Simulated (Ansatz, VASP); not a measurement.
## Two plane-wave programs on BaZrO3

```
Ba Zr O
1.0
     4.19134    0.00000    0.00000
     0.00000    4.19134    0.00000
     0.00000    0.00000    4.19134
Ba Zr O
1 1 3
Direct
  0.00000 0.00000 0.00000
  0.50000 0.50000 0.50000
  0.50000 0.50000 0.00000
  0.50000 0.00000 0.50000
  0.00000 0.50000 0.50000
```

Alike in both runs: functional PBEsol; k mesh 6 × 6 × 6; occupations fermi-dirac, width 0.05 eV; non-collinear spin, spin-orbit coupling.

|  | VASP | Ansatz |
| --- | --- | --- |
| version | VASP 6.6.1 | Ansatz 0.2.0 |
| potentials or method | VASP PAW PBE potentials, release 64 (Ba_sv, Zr_sv, O) | Ansatz PAW |
| plane-wave cutoff (eV) | 520 | 420 |
| valence electrons in the cell | 40 | 40 |
| task | single point | band structure |

```tsv
	VASP	Ansatz	Ansatz less VASP
pressure (GPa)	-0.1	-1.2	-1.14
net moment per atom (μB)	0.00	0.00	0.000
```

VASP's potentials were made for PBE, not for PBEsol.
